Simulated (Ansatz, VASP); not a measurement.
**Mg7FeO8 in VASP and in Ansatz**

```xyz
16
Lattice="0.0000 4.2136 4.2136 4.2136 0.0000 4.2136 4.2136 4.2136 0.0000" Properties=species:S:1:pos:R:3 pbc="T T T"
Fe    0.0000    0.0000    0.0000
Mg    2.1068    2.1068    0.0000
Mg    2.1068    0.0000    2.1068
Mg    4.2136    2.1068    2.1068
Mg    0.0000    2.1068    2.1068
Mg    2.1068    4.2136    2.1068
Mg    2.1068    2.1068    4.2136
Mg    4.2136    4.2136    4.2136
O     2.1068    2.1068    2.1068
O     4.2136    4.2136    2.1360
O     4.2136    2.1360    4.2136
O     6.2912    4.2136    4.2136
O     2.1360    4.2136    4.2136
O     4.2136    6.2912    4.2136
O     4.2136    4.2136    6.2912
O     6.3204    6.3204    6.3204
```

Alike in both runs: functional PBEsol; k mesh 4 × 4 × 4; occupations gaussian, width 0.05 eV; collinear spin; Hubbard terms Fe d U = 4.0 eV.

Ansatz relaxed the structure, and its values are those at the end. VASP's run is a single point on that final structure, the one shown.

|  | VASP | Ansatz |
| --- | --- | --- |
| version | VASP 6.6.1 | Ansatz 0.2.0 |
| potentials or method | VASP PAW PBE potentials, release 64 (Fe, Mg, O), cutoff 520 eV | scalar-relativistic, plane waves, PAW |
| valence electrons in the cell | 70 | 134 |

|  | VASP | Ansatz | Ansatz less VASP |
| --- | --- | --- | --- |
| gap on the k mesh at the Fermi level (eV) | none | none | - |
| pressure (GPa) | 0.7 | 1.5 | +0.85 |
| rms of the force components (eV/Å) | 0.024 | 0.000 | -0.0235 |
| net moment per atom (μB) | 0.25 | 0.25 | 0.000 |
| size of the moment on the site where the two differ most (μB) | 3.73 | 3.41 | -0.315 |

VASP's potentials were made for PBE, not for PBEsol. Site moments also hang on the region over which each program counts them. The programs project onto different local orbitals, so the same U acts differently, and such runs can settle in different states. A gap of «none» marks a metal or a gap that the smearing closes. VASP's potentials hold 70 valence electrons a cell and Ansatz's 134, so a difference there can come from the potentials and not from the codes. Ansatz's warnings: filled band counts differ across k points, stress scf threshold loose.
